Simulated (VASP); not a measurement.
# Re (C2/c) in VASP: further runs, part 2 of 2

VASP 6.6.1. The steps go on from the part before.

### Step 4. Single point, PBE (strain +0.0050 x Voigt [0, 0, 0, 0, 1, 0])

Contents of INCAR:

```
ALGO = Fast ; EDIFF = 1E-7
ENCUT = 520 ; GGA = PE
ISIF = 2 ; ISMEAR = 0
LASPH = T ; LCHARG = F
LREAL = F ; LWAVE = F
NBANDS = 14 ; NELM = 60
PREC = Accurate ; SIGMA = 0.15
```

Contents of KPOINTS:

```
k-points
0
Gamma
  21 21 12
```

Contents of POSCAR:

```
Re
1.0
    2.7653363785      0.0000000000      0.0069133409
   -1.3826681893      2.3948515538     -0.0034566705
    0.0111839416      0.0000000000      4.4735766300
Re
2
Direct
    0.3333333333      0.6666666667      0.2500000000
    0.6666666667      0.3333333333      0.7500000000
```

Potentials or basis: VASP PAW PBE potentials, release 64 (Re).

Command:

```
cat potpaw_PBE.64/Re/POTCAR > POTCAR
mpirun -np 1 vasp_std > vasp.out
```

OUTCAR:

```text
EDIFF = 1E-7
   ENCUT = 520
   GGA = PE
   ISIF = 2
   ISMEAR = 0
   LASPH = T
   LREAL = F
   NELM = 60
   PREC = Accurate

 ion  position               nearest neighbor table
   1  0.333  0.667  0.250-   2 2.74   2 2.74   2 2.75   2 2.75   2 2.75   2 2.75
   2  0.667  0.333  0.750-   1 2.74   1 2.74   1 2.75   1 2.75   1 2.75   1 2.75

  LATTYP: Found a base centered monoclinic cell.
 ALAT       =     2.7653450202
 B/A-ratio  =     1.7320453949
 C/A-ratio  =     1.6177332583
 COS(beta)  =    -0.0049999687

  Lattice vectors:

 A1 = (  -1.3826681893,   2.3948515538,  -0.0034566705)
 A2 = (  -1.3826681892,  -2.3948515538,  -0.0034566704)
 A3 = (   0.0111839416,   0.0000000000,   4.4735766300)

Analysis of symmetry for initial positions (statically):
=====================================================================
 Subroutine PRICEL returns:
 Original cell was already a primitive cell.

 Routine SETGRP: Setting up the symmetry group for a
 base centered monoclinic supercell.

 Subroutine GETGRP returns: Found  4 space group operations
 (whereof  2 operations were pure point group operations)
 out of a pool of  4 trial point group operations.

The static configuration has the point symmetry S_2 .
 The point group associated with its full space group is C_2h.

Analysis of symmetry for dynamics (positions and initial velocities):
=====================================================================
 Subroutine PRICEL returns:
 Original cell was already a primitive cell.

 Routine SETGRP: Setting up the symmetry group for a
 base centered monoclinic supercell.

 Subroutine GETGRP returns: Found  4 space group operations
 (whereof  2 operations were pure point group operations)
 out of a pool of  4 trial point group operations.

The dynamic configuration has the point symmetry S_2 .
 The point group associated with its full space group is C_2h.

 Subroutine INISYM returns: Found  4 space group operations
 (whereof  2 operations are pure point group operations),
 and found     1 'primitive' translations

[... 128 lines left out ...]
  energy-cutoff  :      520.00
  volume of cell :       29.63
 maximum number of plane-waves:       812
 NGX is ok and might be reduce to    24
   NGX = 11   NGY = 11   NGZ = 17

 number of electron      14.0000000 magnetization

 Free energy of the ion-electron system (eV)
  ---------------------------------------------------
  ext. energy  EPLUGINS =         0.00000000
  ---------------------------------------------------
  free energy    TOTEN  =       -24.85743532 eV

  energy without entropy =      -24.83912835  energy(sigma->0) =      -24.84828183

 E-fermi :   7.7997     XC(G=0): -13.6931

 val. band max:        7.7989189201   @ k =   0.3810  -0.0000   0.2500
 cond. band min:       7.8007305581   @ k =   0.3333   0.1905   0.4167
 fundamental gap:      0.0018116380
 Fermi energy:         7.7997394821

 k-point     1 :       0.0000    0.0000    0.0000
  band No.  band energies     occupation
      1      -2.0177      2.00000
      2       1.2270      2.00000
      3       6.2197      2.00000
      4       6.2455      2.00000
      5       6.2456      2.00000
      6       7.0677      2.00000
      7       7.0679      2.00000
      8       8.0069      0.05076
      9       8.0076      0.05000
     10       8.3859      0.00000
     11      11.1364      0.00000
     12      11.1368      0.00000
     13      17.7112      0.00000
     14      21.9507      0.00000
[... 377 lines left out ...]
      1       1.8090      2.00000
      2       2.2079      2.00000
      3       2.8867      2.00000
      4       5.5358      2.00000
      5       5.9695      2.00000
      6       6.5605      2.00000
      7       6.9531      2.00000
      8      10.9637      0.00000
      9      11.0960      0.00000
     10      12.0276      0.00000
     11      12.0414      0.00000
     12      17.1088      0.00000
     13      17.5586      0.00000
     14      19.6004      0.00000

 [... further k-points ...]

------------------------ aborting loop because EDIFF is reached ----------------------------------------

  FORCE on cell =-STRESS in cart. coord.  units (eV):
  Direction    XX          YY          ZZ          XY          YZ          ZX
  --------------------------------------------------------------------------------------
  -------------------------------------------------------------------------------------
  Total        0.6113376      0.6118118      0.4227807     -0.0000000     -0.0000000     -0.1504592
  in kB       33.0607675     33.0864141     22.8637272     -0.0000000     -0.0000000     -8.1367428
  external PRESSURE =      29.6703030 kB  Pullay stress =       0.0000000 kB

 VOLUME and BASIS-vectors are now :
 -----------------------------------------------------------------------------
  energy-cutoff  :      520.00
  volume of cell :       29.63
      direct lattice vectors                 reciprocal lattice vectors
     2.765336378  0.000000000  0.006913341     0.361621920  0.208781208 -0.000904055
    -1.382668189  2.394851554 -0.003456670     0.000000000  0.417562416  0.000000000
     0.011183942  0.000000000  4.473576630    -0.000558840  0.000000000  0.223536184

 POSITION                                       TOTAL-FORCE (eV/Angst)
 -----------------------------------------------------------------------------------
      0.00280      1.59657      1.11839        -0.000000      0.000076     -0.000000
      1.39106      0.79828      3.35864         0.000000     -0.000076      0.000000
 -----------------------------------------------------------------------------------
    total drift:                                0.000000     -0.000000      0.000000

  FREE ENERGIE OF THE ION-ELECTRON SYSTEM (eV)
  ---------------------------------------------------
  free  energy   TOTEN  =       -24.8574353200 eV

  energy  without entropy=      -24.8391283459  energy(sigma->0) =      -24.84828183
```

OSZICAR:

```text
N       E                     dE             d eps       ncg     rms          rms(c)
DAV:   1     0.203060081768E+02    0.20306E+02   -0.67937E+03 78108   0.124E+03
DAV:   2    -0.252146435336E+02   -0.45521E+02   -0.40123E+02 63602   0.281E+02
DAV:   3    -0.262589722651E+02   -0.10443E+01   -0.10155E+01 61888   0.441E+01
DAV:   4    -0.262690829484E+02   -0.10111E-01   -0.10099E-01 60000   0.300E+00
DAV:   5    -0.262692840248E+02   -0.20108E-03   -0.20105E-03 61050   0.733E-01    0.422E+01
RMM:   6    -0.251628184209E+02    0.11065E+01   -0.19258E-01 40996   0.213E+01    0.162E+01
RMM:   7    -0.248637693387E+02    0.29905E+00   -0.24133E+00 58794   0.221E+01    0.139E+00
RMM:   8    -0.248608000563E+02    0.29693E-02   -0.78502E-02 58059   0.405E+00    0.797E-01
RMM:   9    -0.248581810015E+02    0.26191E-02   -0.15043E-02 61317   0.770E-01    0.147E-01
RMM:  10    -0.248573758388E+02    0.80516E-03   -0.75603E-04 47665   0.103E+00    0.848E-02
RMM:  11    -0.248574382907E+02   -0.62452E-04   -0.15421E-03 61052   0.322E-01    0.173E-02
RMM:  12    -0.248574367219E+02    0.15688E-05   -0.92098E-05 61110   0.639E-02    0.275E-03
RMM:  13    -0.248574369949E+02   -0.27292E-06   -0.61557E-06 59325   0.177E-02    0.542E-03
RMM:  14    -0.248574353867E+02    0.16082E-05   -0.30160E-07 38723   0.235E-02    0.930E-03
RMM:  15    -0.248574353200E+02    0.66610E-07   -0.24375E-07 42589   0.317E-02
   1 F= -.24857435E+02 E0= -.24848282E+02  d E =-.183070E-01
```

stdout:

```text
POSCAR found type information on POSCAR Re
 POSCAR found :  1 types and       2 ions
 scaLAPACK will be used
 LDA part: xc-table for (Slater+PW92), standard interpolation
 POSCAR, INCAR and KPOINTS ok, starting setup
 FFT: planning ... GRIDC
 FFT: planning ... GRID_SOFT
 FFT: planning ... GRID
 WAVECAR not read
 entering main loop
```

Wall time 6.6 min (1 thread of Intel Xeon Platinum 8488C (Sapphire Rapids), shared host); peak memory 0.59 GiB.

What came out:

| Item | Value |
| --- | --- |
| Free energy | -24.8574 eV |
| Pressure | 3.0 GPa |
| Band gap on the k mesh | zero (bands 7 and 8 overlap by 3.20 eV) |

Stress tensor (GPa, compression positive):
```
 3.31  0.00 -0.81
 0.00  3.31  0.00
-0.81  0.00  2.29
```

Caveat: the cell differs from its parent crystal (strain +0.0050 x Voigt [0, 0, 0, 0, 1, 0]); spin-orbit coupling is left out, which moves the levels of the heavy elements.

### Step 5. Summary

```tsv
cell	further INCAR settings	gap on the mesh (eV)	pressure (GPa)
a = 2.765, b = 2.765, c = 4.474 Å, angles 90.4, 89.1, 120.0°, 2 atoms	ALGO = Fast; EDIFF = 1e-06; NBANDS = 14	none	3.0
a = 2.765, b = 2.765, c = 4.474 Å, angles 89.7, 90.6, 120.0°, 2 atoms	ALGO = Fast; EDIFF = 1e-06; NBANDS = 14	none	3.0
a = 2.765, b = 2.765, c = 4.474 Å, angles 90.1, 89.7, 120.0°, 2 atoms	ALGO = Fast; EDIFF = 1e-07; NBANDS = 14	none	3.0
```

Alike in all rows: task single point; level PBE; potentials or basis VASP PAW PBE potentials, release 64 (Re); no spin polarisation; k mesh 21 × 21 × 12; cutoff (eV) 520; smearing gaussian 0.15 eV.

Caveats: spin-orbit coupling is left out, which moves the levels of the heavy elements; the cell stands under pressure (at least some runs).

Total energies depend on the potentials used, so only differences within one code and one set of settings carry meaning.
